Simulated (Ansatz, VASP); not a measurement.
Two plane-wave programs on LiCl

```xyz
2
Lattice="0.0000 2.5648 2.5648 2.6417 0.0000 2.5648 2.6417 2.5648 0.0000" Properties=species:S:1:pos:R:3 pbc="T T T"
Li    0.0000    0.0000    0.0000
Cl    2.6417    2.5648    2.5648
```

Change from the starting cell: strain +0.0300 x Voigt [1, 0, 0, 0, 0, 0], atoms carried along.

Alike in both runs: task single point; functional r2SCAN; k mesh 8 × 8 × 8; occupations gaussian, width 0.05 eV; no spin polarisation.

```csv
,VASP,Ansatz
version,VASP 6.6.1,Ansatz 0.2.0
potentials or method,"VASP PAW PBE potentials, release 64 (Li_sv, Cl), cutoff 520 eV","scalar-relativistic, plane waves, PAW"
valence electrons in the cell,10,10
```

|  | VASP | Ansatz | Ansatz less VASP |
| --- | --- | --- | --- |
| gap on the k mesh at the Fermi level (eV) | 7.07 | 7.00 | -0.065 |
| least direct gap on the mesh (eV) | 7.07 | 7.00 | -0.065 |

VASP's potentials were made for PBE, not for r2SCAN.

Noted on VASP's run: the cutoff is short for stress, so the pressure is rough.
